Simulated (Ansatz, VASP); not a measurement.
**Cd in VASP and in Ansatz**

```
CELL_PARAMETERS angstrom
0.00000 2.18863 2.18863
2.18863 0.00000 2.18863
2.18863 2.18863 0.00000
ATOMIC_POSITIONS crystal
Cd 0.00000 0.00000 0.00000
```

Alike in both runs: functional PBEsol; k mesh 12 × 12 × 12; occupations fermi-dirac, width 0.1 eV; no spin polarisation.

Ansatz relaxed the structure, and its values are those at the end. VASP's run is a single point on that final structure, the one shown.

|  | VASP | Ansatz |
| --- | --- | --- |
| version | VASP 6.6.1 | Ansatz 0.2.0 |
| potentials or method | VASP PAW PBE potentials, release 64 (Cd), cutoff 520 eV | plane waves (420 eV) with PAW, scalar-relativistic |
| valence electrons in the cell | 12 | 20 |

|  | VASP | Ansatz | Ansatz less VASP |
| --- | --- | --- | --- |
| pressure (GPa) | 0.4 | 0.0 | -0.36 |

VASP's potentials were made for PBE, not for PBEsol, and Ansatz warns of the same on its side. VASP's potentials hold 12 valence electrons a cell and Ansatz's 20, so a difference there can come from the potentials and not from the codes.
